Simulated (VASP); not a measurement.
# In (C2/m) in VASP: notebook

Runs on In. Level: PBE. Tasks: single point.

Everything below comes from runs of VASP 6.6.1. Logs are shortened: lines on timing, memory, paths and dates and some standing lists are left out, and cuts for length are marked.

## 1. The cell of the first run

The structure is monoclinic, space group C2/m (No. 12). Conventional cell: a = 4.608 Å, b = 4.731 Å, c = 3.371 Å, α = 90.00°, β = 131.51°, γ = 90.00°. In (site symmetry 2/m) has 12 In at 3.30 to 3.47 Å within 4.3 Å.

## 2. Single point, PBE

Contents of INCAR:

```
  ALGO = Normal
  EDIFF = 1E-6
  ENCUT = 520
  GGA = PE
  ISIF = 2
  ISMEAR = -1
  LASPH = T
  LCHARG = T
  LELF = T
  LREAL = F
  LVHAR = T
  LWAVE = F
  NBANDS = 12
  NELM = 100
  PREC = Accurate
  SIGMA = 0.1
```

Contents of KPOINTS:

```
k-points
0
Gamma
  18 18 22
```

Contents of POSCAR:

```
In
1.0
   -1.6482197047      1.6973406184      2.5249789927
    1.6973406184     -1.6482197047      2.5249789927
    1.6043570008      1.6043570008     -2.4927016059
In
1
Direct
    0.0000000000      0.0000000000      0.0000000000
```

Potentials or basis: VASP PAW PBE potentials, release 64 (In_d).

On the command line:

```console
> cat potpaw_PBE.64/In_d/POTCAR > POTCAR
> mpirun -np 1 vasp_std > vasp.out
```

OUTCAR:

```text
EDIFF = 1E-6
   ENCUT = 520
   GGA = PE
   ISIF = 2
   ISMEAR = -1
   LASPH = T
   LREAL = F
   NELM = 100
   PREC = Accurate

 ion  position               nearest neighbor table
   1  0.000  0.000  0.000-

  Warning from LATTYP: Got some problem with cell dimensions!
  Tried to take original basis but could not verify dimensions!
  LATTYP: Found a base centered monoclinic cell.
 ALAT       =     4.6077265532
 B/A-ratio  =     1.0268267285
 C/A-ratio  =     0.7315277982
 COS(beta)  =    -0.6627023839

  Lattice vectors:

 A1 = (   0.0438627039,  -3.3016976192,  -0.0322773868)
 A2 = (  -3.3016976192,   0.0438627039,  -0.0322773868)
 A3 = (   1.6043570008,   1.6043570008,  -2.4927016059)

Analysis of symmetry for initial positions (statically):
=====================================================================
 Subroutine PRICEL returns:
 Original cell was already a primitive cell.

 Routine SETGRP: Setting up the symmetry group for a
 base centered monoclinic supercell.

 Subroutine GETGRP returns: Found  4 space group operations
 (whereof  4 operations were pure point group operations)
 out of a pool of  4 trial point group operations.

The static configuration has the point symmetry C_2h.

Analysis of symmetry for dynamics (positions and initial velocities):
=====================================================================
 Subroutine PRICEL returns:
 Original cell was already a primitive cell.

 Routine SETGRP: Setting up the symmetry group for a
 base centered monoclinic supercell.

 Subroutine GETGRP returns: Found  4 space group operations
 (whereof  4 operations were pure point group operations)
 out of a pool of  4 trial point group operations.

The dynamic configuration has the point symmetry C_2h.

 Subroutine INISYM returns: Found  4 space group operations
 (whereof  4 operations are pure point group operations),
 and found     1 'primitive' translations

----------------------------------------------------------------------------------------

                                     Primitive cell

  volume of cell :      27.5152

  direct lattice vectors                    reciprocal lattice vectors
    -1.648219705  1.697340618  2.524978993     0.002091654  0.300995246  0.195073325
     1.697340618 -1.648219705  2.524978993     0.300995246  0.002091654  0.195073325
     1.604357001  1.604357001 -2.492701606     0.307011499  0.307011499 -0.005972598

  length of vectors
     3.460218531  3.460218531  3.370680060     0.358686654  0.358686654  0.434220903

  position of ions in fractional coordinates (direct lattice)
     0.000000000  0.000000000  0.000000000

  ion indices of the primitive-cell ions
   primitive index   ion index
                 1           1

----------------------------------------------------------------------------------------

 KPOINTS: k-points

Automatic generation of k-mesh.
 Grid dimensions read from file:
 generate k-points for:   18   18   22

 Generating k-lattice:

  Cartesian coordinates                     Fractional coordinates (reciprocal lattice)
     0.000116203  0.016721958  0.010837407     0.055555556  0.000000000 -0.000000000
     0.016721958  0.000116203  0.010837407     0.000000000  0.055555556 -0.000000000
     0.013955068  0.013955068 -0.000271482    -0.000000000 -0.000000000  0.045454545

  Length of vectors
     0.019927036  0.019927036  0.019737314

  Shift w.r.t. Gamma in fractional coordinates (k-lattice)
     0.000000000  0.000000000  0.000000000

 Subroutine IBZKPT returns following result:
 ===========================================

 Found   1892 irreducible k-points:

 Following reciprocal coordinates:
            Coordinates               Weight
  0.000000  0.000000  0.000000      1.000000
  0.055556  0.000000 -0.000000      4.000000
  0.111111  0.000000 -0.000000      4.000000
  0.166667  0.000000  0.000000      4.000000
  0.222222  0.000000  0.000000      4.000000
  0.277778  0.000000  0.000000      4.000000
[... 16 lines left out ...]
 -0.277778  0.055556 -0.000000      4.000000
 -0.222222  0.055556 -0.000000      4.000000
 [... further k-points ...]
   k-points           NKPTS =   1892   k-points in BZ     NKDIM =   1892   number of bands    NBANDS=     12
   number of dos      NEDOS =    301   number of ions     NIONS =      1
   total plane-waves  NPLWV =  21952
   dimension x,y,z NGX =    28 NGY =   28 NGZ =   28
   dimension x,y,z NGXF=    56 NGYF=   56 NGZF=   56
   ions per type =               1
   NGX,Y,Z   is equivalent  to a cutoff of  13.45, 13.45, 13.81 a.u.
   NGXF,Y,Z  is equivalent  to a cutoff of  26.91, 26.91, 27.62 a.u.
 SYSTEM =  unknown system
   PREC   = accura    normal or accurate (medium, high low for compatibility)
   ISTART =      0    job   : 0-new  1-cont  2-samecut
   ICHARG =      2    charge: 1-file 2-atom 10-const
   ISPIN  =      1    spin polarized calculation?
   LNONCOLLINEAR =      F non collinear calculations
   LSORBIT =      F    spin-orbit coupling
   LASPH  =      T    aspherical Exc in radial PAW
   ENCUT  =  520.0 eV  38.22 Ry    6.18 a.u.   6.43  6.43  6.27*2*pi/ulx,y,z
   NELM   =    100;   NELMIN=  2; NELMDL= -5     # of ELM steps
   EDIFF  = 0.1E-05   stopping-criterion for ELM
   LREAL  =      F    real-space projection
   EDIFFG = 0.1E-04   stopping-criterion for IOM
   NSW    =      0    number of steps for IOM
   IBRION =     -1    ionic relax: 0-MD 1-quasi-New 2-CG
   NFREE  =      0    steps in history (QN), initial steepest desc. (CG)
   ISIF   =      2    stress and relaxation
   ISYM   =      2    0-nonsym 1-usesym 2-fastsym
   POTIM  = 0.5000    time-step for ionic-motion
   TEBEG  =    0.0;   TEEND  =   0.0 temperature during run
   PSTRESS=    0.0 pullay stress
   NELECT =      13.0000    total number of electrons
   NUPDOWN=      -1.0000    fix difference up-down
   EMIN   =  10.00;   EMAX   =-10.00  energy-range for DOS
   EFERMI =   0.00;   METHOD = LEGACY
   ISMEAR =    -1;   SIGMA  =   0.10  broadening in eV -4-tet -1-fermi 0-gaus
   EFERMI_NEDOS =   21; number of points for ismear=-14 and -15
   IALGO  =     38    algorithm
   IMIX   =      4    mixing-type and parameters
     AMIX     =   0.40;   BMIX     =  1.00
     AMIX_MAG =   1.60;   BMIX_MAG =  1.00
  volume/ion in A,a.u.               =      27.52       185.68
  Fermi-wavevector in a.u.,A,eV,Ry     =   1.275064  2.409521 22.120188  1.625788
  Thomas-Fermi vector in A             =   2.407797
   LORBIT       =      0    0 simple, 1 ext, 2 COOP (PROOUT), +10 PAW based schemes
   GGA     = PE    functional components
   LHFCALC =     F    Hartree Fock is set to
   AEXX    =    0.0000 exact exchange contribution
   IVDW    =     0    specifies the selected vdW correction
   LEPSILON=     F    determine dielectric tensor
   LRPA    =     F    only Hartree local field effects (RPA)
 non-spin polarized calculation
  energy-cutoff  :      520.00
  volume of cell :       27.52
 maximum number of plane-waves:       756
 NGX is ok and might be reduce to    28
   NGX = 13   NGY = 13   NGZ = 13

 number of electron      12.9999999 magnetization

 Free energy of the ion-electron system (eV)
  ---------------------------------------------------
  ext. energy  EPLUGINS =         0.00000000
  ---------------------------------------------------
  free energy    TOTEN  =        -2.56700696 eV

  energy without entropy =       -2.55197466  energy(sigma->0) =       -2.55949081

 E-fermi :   6.9519     XC(G=0): -10.0153

 val. band max:        6.9497960148   @ k =  -0.2778   0.2222   0.3182
 cond. band min:       6.9523841297   @ k =   0.2222  -0.0000   0.2273
 fundamental gap:      0.0025881148
 Fermi energy:         6.9519056360

 k-point     1 :       0.0000    0.0000    0.0000
  band No.  band energies     occupation
      1      -7.6924      2.00000
      2      -7.6097      2.00000
      3      -7.5758      2.00000
      4      -7.5274      2.00000
      5      -7.4288      2.00000
      6      -2.2410      2.00000
      7      16.7611      0.00000
      8      17.0150      0.00000
      9      17.4794      0.00000
     10      18.5314      0.00000
     11      20.2275      0.00000
     12      20.5663      0.00000

 k-point     2 :       0.0556    0.0000   -0.0000
  band No.  band energies     occupation
      1      -7.6880      2.00000
      2      -7.6089      2.00000
      3      -7.5734      2.00000
      4      -7.5258      2.00000
      5      -7.4305      2.00000
      6      -2.1772      2.00000
      7      15.9546      0.00000
      8      16.8343      0.00000
      9      17.3257      0.00000
     10      18.4043      0.00000
     11      20.5677      0.00000
     12      21.1082      0.00000

 k-point     3 :       0.1111    0.0000   -0.0000
  band No.  band energies     occupation
      1      -7.6770      2.00000
      2      -7.6087      2.00000
      3      -7.5665      2.00000
      4      -7.5187      2.00000
      5      -7.4343      2.00000
      6      -1.9849      2.00000
      7      14.2549      0.00000
      8      16.5894      0.00000
      9      16.9684      0.00000
     10      18.3132      0.00000
     11      20.6572      0.00000
     12      21.1580      0.00000

 k-point     4 :       0.1667    0.0000    0.0000
  band No.  band energies     occupation
      1      -7.6653      2.00000
      2      -7.6128      2.00000
      3      -7.5569      2.00000
      4      -7.5012      2.00000
      5      -7.4369      2.00000
      6      -1.6624      2.00000
      7      12.4356      0.00000
      8      16.2142      0.00000
      9      16.6092      0.00000
     10      18.2593      0.00000
     11      20.0527      0.00000
     12      21.8060      0.00000

 k-point     5 :       0.2222    0.0000    0.0000
  band No.  band energies     occupation
      1      -7.6583      2.00000
      2      -7.6220      2.00000
      3      -7.5505      2.00000
      4      -7.4708      2.00000
      5      -7.4331      2.00000
      6      -1.2076      2.00000
      7      10.6526      0.00000
      8      15.7531      0.00000
      9      16.3399      0.00000
     10      18.2212      0.00000
     11      19.4882      0.00000
     12      21.5197      0.00000
[... 228 lines left out ...]
      1      -7.6696      2.00000
      2      -7.6406      2.00000
      3      -7.5624      2.00000
      4      -7.4039      2.00000
      5      -7.3555      2.00000
      6       0.7330      2.00000
      7       6.3655      1.99433
      8      14.3510      0.00000
      9      15.7243      0.00000
     10      17.6503      0.00000
     11      18.9843      0.00000
     12      20.0025      0.00000

 k-point    22 :      -0.3333    0.0556   -0.0000
  band No.  band energies     occupation
      1      -7.6606      2.00000
      2      -7.6343      2.00000
      3      -7.5533      2.00000
      4      -7.4290      2.00000
      5      -7.3865      2.00000
      6      -0.0739      2.00000
      7       7.8789      0.00019
      8      14.6114      0.00000
      9      16.0046      0.00000
     10      17.8609      0.00000
     11      19.3276      0.00000
     12      19.9369      0.00000

 k-point    23 :      -0.2778    0.0556   -0.0000
  band No.  band energies     occupation
      1      -7.6517      2.00000
      2      -7.6287      2.00000
      3      -7.5462      2.00000
      4      -7.4571      2.00000
      5      -7.4175      2.00000
      6      -0.7540      2.00000
      7       9.5077      0.00000
      8      14.9639      0.00000
      9      16.2644      0.00000
     10      18.1318      0.00000
     11      19.7234      0.00000
     12      20.0455      0.00000

 k-point    24 :      -0.2222    0.0556   -0.0000
  band No.  band energies     occupation
      1      -7.6469      2.00000
      2      -7.6254      2.00000
      3      -7.5457      2.00000
      4      -7.4854      2.00000
      5      -7.4373      2.00000
      6      -1.3019      2.00000
      7      11.2335      0.00000
      8      15.3968      0.00000
      9      16.5040      0.00000
     10      18.2452      0.00000
     11      20.1356      0.00000
     12      20.4627      0.00000

 [... further k-points ...]
[... 5 lines left out ...]
  --------------------------------------------------------------------------------------
  -------------------------------------------------------------------------------------
  Total        0.0054470      0.0054470     -0.0219979      0.0089205     -0.0211126     -0.0211125
  in kB        0.3171701      0.3171701     -1.2809115      0.5194317     -1.2293616     -1.2293598
  external PRESSURE =      -0.2155238 kB  Pullay stress =       0.0000000 kB

 VOLUME and BASIS-vectors are now :
 -----------------------------------------------------------------------------
  energy-cutoff  :      520.00
  volume of cell :       27.52
      direct lattice vectors                 reciprocal lattice vectors
    -1.648219705  1.697340618  2.524978993     0.002091654  0.300995246  0.195073325
     1.697340618 -1.648219705  2.524978993     0.300995246  0.002091654  0.195073325
     1.604357001  1.604357001 -2.492701606     0.307011499  0.307011499 -0.005972598

 POSITION                                       TOTAL-FORCE (eV/Angst)
 -----------------------------------------------------------------------------------
      0.00000      0.00000      0.00000         0.000000      0.000000      0.000000
 -----------------------------------------------------------------------------------
    total drift:                                0.000000     -0.000000     -0.000000

  FREE ENERGIE OF THE ION-ELECTRON SYSTEM (eV)
  ---------------------------------------------------
  free  energy   TOTEN  =        -2.5670069629 eV

  energy  without entropy=       -2.5519746632  energy(sigma->0) =       -2.55949081
```

It took 3.9 min on 1 thread of Intel Xeon 6975P-C (Granite Rapids), shared host; peak memory 0.66 GiB.

Results:

```yaml
Free_energy: -2.5670 eV
Pressure: 0.0 GPa
```

Stress tensor (GPa, compression positive):
```
 0.03  0.05 -0.12
 0.05  0.03 -0.12
-0.12 -0.12 -0.13
```

Caveat: spin-orbit coupling is left out, which moves the levels of the heavy elements.

[end of part 1 of 2]
